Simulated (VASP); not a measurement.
Crystal: TlB.

```xyz
2
Lattice="-1.8549 1.8549 2.5220 1.8549 -1.8549 2.5220 1.8549 1.8549 -2.5220" Properties=species:S:1:pos:R:3 pbc="T T T"
Tl    0.0000    0.0000    2.5220
B     0.0000    0.0000    0.0000
```

The cell was generated, and may not be a known phase.

* Program: VASP 6.6.1
* Task: relaxation of cell and atoms
* Functional: PBE
* Potentials or basis: VASP PAW PBE potentials, release 64 (Tl_d, B)
* Cutoff: 600 eV
* k mesh: 20 × 20 × 20
* Occupations: gaussian, width 0.1 eV
* Spin: no spin polarisation

At the start: pressure 0.3 GPa; volume 17.36 Å³/atom.

Task: How do energy, volume and symmetry change on relaxing?

Result: Over 5 steps the energy falls by 3.4 meV/atom and the volume is 17.38 Å³/atom (+0.2 %); space group I4/mmm (No. 139, to 0.1 Å) before, Fm-3m (No. 225, to 0.1 Å).

Step by step:
```
step  energy change (eV)  largest force (eV/Å)  pressure (GPa)  volume (Å³)
   1              0.0000                0.0000            0.34        34.71
   2             -0.0038                0.0000           -0.11        34.90
   3             -0.0056                0.0000           -0.55        35.11
   4             -0.0057                0.0000           -0.66        35.16
   5             -0.0068                0.0000            0.03        34.77
```

Final structure:
```
Tl B
1.0
    -1.83135    1.83135    2.59156
     1.83135   -1.83135    2.59156
     1.83135    1.83135   -2.59156
Tl B
1 1
Cartesian
  0.0000 0.0000 2.5916
  0.0000 0.0000 0.0000
```
